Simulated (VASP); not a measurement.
# Mo (I4/mmm) in VASP: further runs

The runs below take Mo through single point, with PBE.

Everything below comes from runs of VASP 6.6.1. Logs are shortened: lines on timing, memory, paths and dates and some standing lists are left out, and cuts for length are marked.

**1. The cell of the first run**

It takes space group I4/mmm (No. 139, tetragonal). The conventional cell has a = 3.160 Å, b = 3.160 Å, c = 3.002 Å, α = 90.00°, β = 90.00°, γ = 90.00°. Mo (site symmetry 4/mmm) has 14 Mo at 2.69 to 3.16 Å within 3.5 Å.

**2. Single point, PBE (strain +0.000 along x and y, -0.050 along z)**

INCAR

```
PREC = Accurate
ENCUT = 520
EDIFF = 1E-6
ISMEAR = 0
SIGMA = 0.15
LREAL = False
LASPH = True
NELM = 80
ALGO = Fast
ISIF = 2
LWAVE = False
LCHARG = True
GGA = PE
LELF = True
LVHAR = True
NBANDS = 13
```

KPOINTS

```
regular mesh
0
Gamma
  26 26 26
```

POSCAR

```
Mo
1.0
   -1.5802194352      1.5802194352      1.5012084634
    1.5802194352     -1.5802194352      1.5012084634
    1.5802194352      1.5802194352     -1.5012084634
Mo
1
Direct
    0.0000000000      0.0000000000      0.0000000000
```

Potentials or basis: VASP PAW PBE potentials, release 64 (Mo_sv).

The run is started by

```
$ cat potpaw_PBE.64/Mo_sv/POTCAR > POTCAR
$ mpirun -np 1 vasp_std > vasp.out
```

OUTCAR:

```text
PREC = Accurate
   ENCUT = 520
   EDIFF = 1E-6
   ISMEAR = 0
   LREAL = False
   LASPH = True
   NELM = 80
   ISIF = 2
   GGA = PE

 ion  position               nearest neighbor table
   1  0.000  0.000  0.000-

  LATTYP: Found a body centered tetragonal cell.
 ALAT       =     3.1604388704
 C/A-ratio  =     0.9500000000

  Lattice vectors:

 A1 = (  -1.5802194352,   1.5802194352,   1.5012084634)
 A2 = (   1.5802194352,  -1.5802194352,   1.5012084634)
 A3 = (   1.5802194352,   1.5802194352,  -1.5012084634)

Analysis of symmetry for initial positions (statically):
=====================================================================
 Subroutine PRICEL returns:
 Original cell was already a primitive cell.

 Routine SETGRP: Setting up the symmetry group for a
 body centered tetragonal supercell.

 Subroutine GETGRP returns: Found 16 space group operations
 (whereof 16 operations were pure point group operations)
 out of a pool of 16 trial point group operations.

The static configuration has the point symmetry D_4h.

Analysis of symmetry for dynamics (positions and initial velocities):
=====================================================================
 Subroutine PRICEL returns:
 Original cell was already a primitive cell.

 Routine SETGRP: Setting up the symmetry group for a
 body centered tetragonal supercell.

 Subroutine GETGRP returns: Found 16 space group operations
 (whereof 16 operations were pure point group operations)
 out of a pool of 16 trial point group operations.

The dynamic configuration has the point symmetry D_4h.

 Subroutine INISYM returns: Found 16 space group operations
 (whereof 16 operations are pure point group operations),
 and found     1 'primitive' translations

----------------------------------------------------------------------------------------

                                     Primitive cell

  volume of cell :      14.9946

  direct lattice vectors                    reciprocal lattice vectors
    -1.580219435  1.580219435  1.501208463     0.000000000  0.316411752  0.333065002
     1.580219435 -1.580219435  1.501208463     0.316411752  0.000000000  0.333065002
     1.580219435  1.580219435 -1.501208463     0.316411752  0.316411752  0.000000000

  length of vectors
     2.692176402  2.692176402  2.692176402     0.459400362  0.459400362  0.447473791

  position of ions in fractional coordinates (direct lattice)
     0.000000000  0.000000000  0.000000000

  ion indices of the primitive-cell ions
   primitive index   ion index
                 1           1

----------------------------------------------------------------------------------------

 KPOINTS: regular mesh

Automatic generation of k-mesh.
 Grid dimensions read from file:
 generate k-points for:   26   26   26

 Generating k-lattice:

  Cartesian coordinates                     Fractional coordinates (reciprocal lattice)
     0.000000000  0.012169683  0.012810192     0.038461538 -0.000000000  0.000000000
     0.012169683  0.000000000  0.012810192    -0.000000000  0.038461538  0.000000000
     0.012169683  0.012169683  0.000000000     0.000000000  0.000000000  0.038461538

  Length of vectors
     0.017669245  0.017669245  0.017210530

  Shift w.r.t. Gamma in fractional coordinates (k-lattice)
     0.000000000  0.000000000  0.000000000

 Subroutine IBZKPT returns following result:
 ===========================================

 Found   1330 irreducible k-points:

 Following reciprocal coordinates:
            Coordinates               Weight
  0.000000  0.000000  0.000000      1.000000
  0.038462  0.000000 -0.000000      8.000000
  0.076923  0.000000 -0.000000      8.000000
  0.115385  0.000000 -0.000000      8.000000
  0.153846  0.000000 -0.000000      8.000000
  0.192308  0.000000 -0.000000      8.000000
[... 16 lines left out ...]
  0.346154  0.038462  0.000000     16.000000
  0.384615  0.038462 -0.000000     16.000000
 [... further k-points ...]
   k-points           NKPTS =   1330   k-points in BZ     NKDIM =   1330   number of bands    NBANDS=     13
   number of dos      NEDOS =    301   number of ions     NIONS =      1
   total plane-waves  NPLWV =   8000
   dimension x,y,z NGX =    20 NGY =   20 NGZ =   20
   dimension x,y,z NGXF=    40 NGYF=   40 NGZF=   40
   ions per type =               1
   NGX,Y,Z   is equivalent  to a cutoff of  12.35, 12.35, 12.35 a.u.
   NGXF,Y,Z  is equivalent  to a cutoff of  24.70, 24.70, 24.70 a.u.
 SYSTEM =  unknown system
   PREC   = accura    normal or accurate (medium, high low for compatibility)
   ISTART =      0    job   : 0-new  1-cont  2-samecut
   ICHARG =      2    charge: 1-file 2-atom 10-const
   ISPIN  =      1    spin polarized calculation?
   LNONCOLLINEAR =      F non collinear calculations
   LSORBIT =      F    spin-orbit coupling
   LASPH  =      T    aspherical Exc in radial PAW
   ENCUT  =  520.0 eV  38.22 Ry    6.18 a.u.   5.01  5.01  5.01*2*pi/ulx,y,z
   NELM   =     80;   NELMIN=  2; NELMDL= -5     # of ELM steps
   EDIFF  = 0.1E-05   stopping-criterion for ELM
   LREAL  =      F    real-space projection
[... 7 lines left out ...]
   TEBEG  =    0.0;   TEEND  =   0.0 temperature during run
   PSTRESS=    0.0 pullay stress
   NELECT =      14.0000    total number of electrons
   NUPDOWN=      -1.0000    fix difference up-down
   EMIN   =  10.00;   EMAX   =-10.00  energy-range for DOS
   EFERMI =   0.00;   METHOD = LEGACY
   ISMEAR =     0;   SIGMA  =   0.15  broadening in eV -4-tet -1-fermi 0-gaus
   EFERMI_NEDOS =   21; number of points for ismear=-14 and -15
   IALGO  =     68    algorithm
   IMIX   =      4    mixing-type and parameters
     AMIX     =   0.40;   BMIX     =  1.00
     AMIX_MAG =   1.60;   BMIX_MAG =  1.00
  volume/ion in A,a.u.               =      14.99       101.19
  Fermi-wavevector in a.u.,A,eV,Ry     =   1.600070  3.023693 34.833951  2.560223
  Thomas-Fermi vector in A             =   2.697263
   LORBIT       =      0    0 simple, 1 ext, 2 COOP (PROOUT), +10 PAW based schemes
   GGA     = PE    functional components
   LHFCALC =     F    Hartree Fock is set to
   AEXX    =    0.0000 exact exchange contribution
   IVDW    =     0    specifies the selected vdW correction
   LEPSILON=     F    determine dielectric tensor
   LRPA    =     F    only Hartree local field effects (RPA)
 non-spin polarized calculation
 RMM-DIIS sequential band-by-band and
 Gauss-broadening in eV      SIGMA  =   0.15
  energy-cutoff  :      520.00
  volume of cell :       14.99
 maximum number of plane-waves:       418
   NGX =  9   NGY =  9   NGZ =  9

 number of electron      13.9999999 magnetization

 Free energy of the ion-electron system (eV)
  ---------------------------------------------------
  ext. energy  EPLUGINS =         0.00000000
  ---------------------------------------------------
  free energy    TOTEN  =       -10.87195525 eV

  energy without entropy =      -10.86471665  energy(sigma->0) =      -10.86833595

 E-fermi :  13.2815     XC(G=0): -13.6257

 val. band max:       13.2787708241   @ k =  -0.2692   0.3462   0.1923
 cond. band min:      13.2828106144   @ k =  -0.1923   0.3077   0.1538
 fundamental gap:      0.0040397903
 Fermi energy:        13.2815080083

 k-point     1 :       0.0000    0.0000    0.0000
  band No.  band energies     occupation
      1     -48.0098      2.00000
      2     -21.1822      2.00000
      3     -21.1822      2.00000
      4     -21.1554      2.00000
      5       5.9089      2.00000
      6      11.4275      2.00000
      7      12.0709      2.00000
      8      12.0709      2.00000
      9      14.5650      0.00000
     10      15.4024      0.00000
     11      27.8545      0.00000
     12      27.8545      0.00000
     13      28.8998      0.00000

 k-point     2 :       0.0385    0.0000   -0.0000
  band No.  band energies     occupation
      1     -48.0053      2.00000
      2     -21.1992      2.00000
      3     -21.1901      2.00000
      4     -21.1641      2.00000
      5       5.9797      2.00000
      6      11.4402      2.00000
      7      12.0599      2.00000
      8      12.0804      2.00000
      9      14.5588      0.00000
     10      15.3507      0.00000
     11      27.9682      0.00000
     12      27.9762      0.00000
     13      28.9838      0.00000

 k-point     3 :       0.0769    0.0000   -0.0000
  band No.  band energies     occupation
      1     -47.9920      2.00000
      2     -21.2681      2.00000
      3     -21.2132      2.00000
      4     -21.1704      2.00000
      5       6.1871      2.00000
      6      11.4293      2.00000
      7      12.0214      2.00000
      8      12.1622      2.00000
      9      14.5403      0.00000
     10      15.2245      0.00000
     11      28.2638      0.00000
     12      28.3357      0.00000
     13      29.2309      0.00000
[... 305 lines left out ...]
 k-point    23 :       0.3462    0.0385    0.0000
  band No.  band energies     occupation
      1     -47.7429      2.00000
      2     -22.5102      2.00000
      3     -21.6212      2.00000
      4     -21.2206      2.00000
      5       8.0245      2.00000
      6       9.7906      2.00000
      7      13.1784      1.66921
      8      14.9954      0.00000
      9      15.8289      0.00000
     10      16.7771      0.00000
     11      26.4849      0.00000
     12      27.7409      0.00000
     13      33.2222      0.00000

 k-point    24 :       0.3846    0.0385   -0.0000
  band No.  band energies     occupation
      1     -47.7172      2.00000
      2     -22.6277      2.00000
      3     -21.6628      2.00000
      4     -21.2239      2.00000
      5       7.8904      2.00000
      6       9.6416      2.00000
      7      13.8309      0.00000
      8      15.1737      0.00000
      9      16.0031      0.00000
     10      17.5078      0.00000
     11      25.9487      0.00000
     12      26.8528      0.00000
     13      32.0787      0.00000

 [... further k-points ...]
[... 5 lines left out ...]
  --------------------------------------------------------------------------------------
  -------------------------------------------------------------------------------------
  Total        0.9401911      0.9401911      2.6020478      0.0000000      0.0000000      0.0000000
  in kB      100.4594837    100.4594837    278.0289764      0.0000000      0.0000000      0.0000000
  external PRESSURE =     159.6493146 kB  Pullay stress =       0.0000000 kB

 VOLUME and BASIS-vectors are now :
 -----------------------------------------------------------------------------
  energy-cutoff  :      520.00
  volume of cell :       14.99
      direct lattice vectors                 reciprocal lattice vectors
    -1.580219435  1.580219435  1.501208463     0.000000000  0.316411752  0.333065002
     1.580219435 -1.580219435  1.501208463     0.316411752  0.000000000  0.333065002
     1.580219435  1.580219435 -1.501208463     0.316411752  0.316411752  0.000000000

 POSITION                                       TOTAL-FORCE (eV/Angst)
 -----------------------------------------------------------------------------------
      0.00000      0.00000      0.00000         0.000000      0.000000      0.000000
 -----------------------------------------------------------------------------------
    total drift:                                0.000000      0.000000      0.000000

  FREE ENERGIE OF THE ION-ELECTRON SYSTEM (eV)
  ---------------------------------------------------
  free  energy   TOTEN  =       -10.8719552459 eV

  energy  without entropy=      -10.8647166526  energy(sigma->0) =      -10.86833595
```

It took 4.1 min on 1 thread of Intel Xeon Platinum 8259CL at 2.50GHz (Skylake/Cascade Lake), shared host; peak memory 0.33 GiB.

Results:

```yaml
Free_energy: -10.8720 eV
Pressure: 16.0 GPa
Band_gap_on_the_k_mesh: zero (bands 7 and 8 overlap by 5.50 eV)
```

Levels at points of the mesh, in eV from the Fermi level:
```csv
k point,band 4,band 5,band 6,band 7,band 8,band 9,band 10,band 11
"(0.00, 0.00, 0.00)",-34.44,-7.37,-1.85,-1.21,-1.21,1.28,2.12,14.57
"(0.50, 0.00, 0.00)",-34.50,-5.61,-3.82,1.83,1.95,2.82,5.05,12.00
"(0.50, 0.50, 0.00)",-34.44,-5.52,-3.14,1.24,1.50,2.19,4.95,11.97
"(0.50, 0.50, 0.50)",-35.42,-5.84,-5.70,4.16,4.16,4.35,8.95,8.95
```

Caveat: the cell differs from its parent crystal (strain +0.000 along x and y, -0.050 along z); the stress differs along the axes, from 10 to 28 GPa.

(Part 1 of 2 ends here.)
